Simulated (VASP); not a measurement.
Wanted: the native input for a VASP 6.6.1 run.

- Task: single point
- Functional: PBEsol
- Dispersion: D3(BJ)
- Potentials or basis: VASP PAW PBE potentials, release 64 (Nb_sv)
- Cutoff: 520 eV
- k mesh: 11 × 11 × 11
- Occupations: fermi-dirac, width 0.05 eV
- Spin: no spin polarisation
- Dipole correction: no
- Further INCAR settings: ALGO = Fast; EDIFF = 1e-06; NBANDS = 12

The structure of Nb lies in POSCAR:

```
Nb
1.0
    0.0000000000      2.0567600333      2.0567600333
    2.0567600333      0.0000000000      2.0567600333
    2.0567600333      2.0567600333      0.0000000000
Nb
1
Direct
    0.0000000000      0.0000000000      0.0000000000
```

This isn't the form of Nb at room conditions, which is bcc.

One way to write it, as run:

INCAR

```
SYSTEM = Nb
  PREC = Accurate
  ENCUT = 520
  EDIFF = 1E-6
  ISMEAR = -1
  SIGMA = 0.05
  LREAL = .FALSE.
  LASPH = .TRUE.
  NELM = 100
  ALGO = Fast
  ISIF = 2
  LWAVE = .FALSE.
  LCHARG = .FALSE.
  GGA = PS
  IVDW = 12
  NBANDS = 12
```

KPOINTS

```
Automatic mesh
0
G
  11 11 11
  0 0 0
```

Potentials or basis: VASP PAW PBE potentials, release 64 (Nb_sv).

Launch:

```console
$ cat potpaw_PBE.64/Nb_sv/POTCAR > POTCAR
$ mpirun -np 1 vasp_std > vasp.out
```

It gave:

```yaml
Pressure: -0.3 GPa
Band_gap_on_the_k_mesh: zero (an odd number of electrons rules out a gap without spin polarisation)
Dispersion_energy_per_atom: -0.778 eV
```

Caveat: the PAW data sets were made with another functional, which shifts forces and pressure a little.

Run time: 12 s on 1 thread of Intel(R) Xeon(R) Platinum 8375C CPU @ 2.90GHz (Ice Lake), with other jobs on the host, peak memory 0.15 GiB.
